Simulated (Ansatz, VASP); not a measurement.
Two plane-wave programs on LiCl

```
CELL_PARAMETERS angstrom
3.92488 0.00000 0.00000
-1.96244 3.39905 0.00000
0.00000 0.00000 6.35716
ATOMIC_POSITIONS crystal
Li 0.66667 0.33333 0.87602
Li 0.33333 0.66667 0.37602
Cl 0.66667 0.33333 0.49898
Cl 0.33333 0.66667 0.99898
```

Alike in both runs: task single point; functional r2SCAN; k mesh 6 × 6 × 3; no spin polarisation.

```csv
,VASP,Ansatz
version,VASP 6.6.1,Ansatz 0.2.0
potentials or method,"VASP PAW PBE potentials, release 64 (Li_sv, Cl), cutoff 520 eV","plane waves, PAW"
occupations,"gaussian, width 0.01 eV",fixed
valence electrons in the cell,20,20
```

```csv
,VASP,Ansatz,Ansatz less VASP
gap on the k mesh at the Fermi level (eV),6.65,6.59,-0.053
```

VASP's potentials were made for PBE, not for r2SCAN.

Noted on VASP's run: the cutoff is short for stress, so the pressure is rough.
